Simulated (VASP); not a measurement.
A run of VASP 6.6.1 is set up as follows.

Contents of INCAR:

```
SYSTEM = CaO
ALGO = Normal
EDIFF = 1E-6
ENCUT = 520
GGA = PE
ISIF = 2
ISMEAR = 0
LASPH = .True.
LCHARG = .False.
LREAL = .False.
LWAVE = .False.
NBANDS = 15
NELM = 80
PREC = Accurate
SIGMA = 0.5
```

KPOINTS

```
k-points
0
Gamma
  6 6 6
  0 0 0
```

Contents of POSCAR:

```
CaO
1.0
    0.0000000000      2.3975501188      2.3975501188
    2.3975501188      0.0000000000      2.3975501188
    2.3975501188      2.3975501188      0.0000000000
Ca O
1 1
Direct
    0.0000000000      0.0000000000      0.0000000000
    0.5000000000      0.5000000000      0.5000000000
```

Potentials or basis: VASP PAW PBE potentials, release 64 (Ca_sv, O).

Launch:

```bash
$ cat potpaw_PBE.64/Ca_sv/POTCAR potpaw_PBE.64/O/POTCAR > POTCAR
$ mpirun -np 1 vasp_std > vasp.out
```

Problem. Estimate the band gap on the k mesh.

Solution. 3.63 eV, indirect (least direct gap 4.01 eV).

Problem. Predict the pressure.

Solution. 3.1 GPa.

A k mesh can miss the band edges.
